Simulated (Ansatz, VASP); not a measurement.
## GaP in VASP and in Ansatz

The input INCAR:

```
SYSTEM = GaP
ALGO = Normal ; EDIFF = 1E-6
ENCUT = 500 ; GGA = PE
GGA_COMPAT = .False. ; ISIF = 2
ISMEAR = -1 ; LASPH = .True.
LCHARG = .False. ; LREAL = .False.
LWAVE = .False. ; NBANDS = 16
NELM = 120 ; PREC = Accurate
SIGMA = 0.02
```

KPOINTS

```
k-points
0
Gamma
  8 8 8
  0 0 0
```

POSCAR

```
GaP
1.0
    0.0000000000      2.7252500000      2.7252500000
    2.7252500000      0.0000000000      2.7252500000
    2.7252500000      2.7252500000      0.0000000000
Ga P
1 1
Direct
    0.0000000000      0.0000000000      0.0000000000
    0.7500000000      0.7500000000      0.7500000000
```

input.yaml

```yaml
crystal:
  lattice:
    - [0.0, 2.72525, 2.72525]
    - [2.72525, 0.0, 2.72525]
    - [2.72525, 2.72525, 0.0]
  atoms:
    - { symbol: Ga, position: [0.0, 0.0, 0.0] }
    - { symbol: P, position: [0.75, 0.75, 0.75] }
kpoints:
  mp_grid: { grid: [8, 8, 8] }
  band_path:
    path:
      - [[0.0, 0.0, 0.0], [-0.5, -0.5, 0.0], [-0.375, -0.375, 0.25]]
      - [[-0.375, 3.214271186413e-17, 0.375], [0.0, 0.0, 0.0], [-1.391102188462e-17, -1.391102188462e-17, 0.5], [-0.5, -0.25, 0.25], [-0.5, -0.5, 0.0]]
    npoints: 10
hamiltonian:
  xc: pbe
scf:
  occupations: { method: fermi_dirac, width: 0.02 }
  n_extra_bands: 4
output:
  forces: true
  stress: true
  eigenvalues: true
```

Alike in both runs: functional PBE; k mesh 8 × 8 × 8; occupations fermi-dirac, width 0.02 eV; no spin polarisation.

|  | VASP | Ansatz |
| --- | --- | --- |
| version | VASP 6.6.1 | Ansatz 0.2.0 |
| potentials or method | VASP PAW PBE potentials, release 64 (Ga_d, P) | Ansatz PAW |
| plane-wave cutoff (eV) | 500 | 420 |
| valence electrons in the cell | 18 | 18 |
| task | single point | band structure |

```csv
,VASP,Ansatz,Ansatz less VASP
gap on the k mesh at the Fermi level (eV),1.64,1.64,0.000
least direct gap on the mesh (eV),1.83,1.83,+0.002
pressure (GPa),2.4,2.5,+0.09
```
